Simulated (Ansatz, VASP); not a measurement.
# One calculation of Br, two programs

Contents of INCAR:

```
PREC     = Accurate       # precision mode
ENCUT    = 520            # plane-wave cutoff, eV
EDIFF    = 1E-6           # SCF threshold, eV
ISMEAR   = 0              # smearing method
SIGMA    = 0.15           # smearing width, eV
LREAL    = False          # projectors in reciprocal space
LASPH    = True           # aspherical terms in the spheres
NELM     = 80             # most SCF steps
ALGO     = Fast           # electronic algorithm
ISIF     = 2              # what is computed and relaxed
LWAVE    = False          # write WAVECAR
LCHARG   = False          # write CHGCAR
GGA      = PE             # functional
IVDW     = 12             # dispersion correction
NBANDS   = 10             # bands
```

KPOINTS

```
regular mesh
0
Gamma
  22 22 22
```

POSCAR

```
Br
1.0
   -1.4216501623      1.4216501623      3.2121000000
    1.4216501623     -1.4216501623      3.2121000000
    1.4216501623      1.4216501623     -3.2121000000
Br
1
Direct
    0.0000000000      0.0000000000      0.0000000000
```

Input for Ansatz:

```yaml
crystal:
  lattice:
    - [-1.4216501623, 1.4216501623, 3.2121]
    - [1.4216501623, -1.4216501623, 3.2121]
    - [1.4216501623, 1.4216501623, -3.2121]
  atoms:
    - { symbol: Br, position: [0.0, 0.0, 0.0] }
basis:
  ecutwfc: 420
kpoints:
  mp_grid: { grid: [22, 22, 22] }
hamiltonian:
  xc: pbe
  dispersion: d3bj
scf:
  occupations: { method: gaussian, width: 0.15 }
output:
  forces: true
  stress: true
  eigenvalues: true
```

Alike in both runs: task single point; functional PBE; dispersion D3(BJ); k mesh 22 × 22 × 22; occupations gaussian, width 0.15 eV; no spin polarisation.

|  | VASP | Ansatz |
| --- | --- | --- |
| version | VASP 6.6.1 | Ansatz 0.2.0 |
| potentials or method | VASP PAW PBE potentials, release 64 (Br), cutoff 520 eV | scalar-relativistic, plane waves, PAW |
| valence electrons in the cell | 7 | 7 |

```csv
,VASP,Ansatz,Ansatz less VASP
gap on the k mesh at the Fermi level (eV),none,none,-
pressure (GPa),1.0,1.0,-0.01
"traceless stress, the component that is largest in VASP (GPa)",2.07,2.08,+0.013
```

A gap of «none» marks a metal or a gap that the smearing closes.
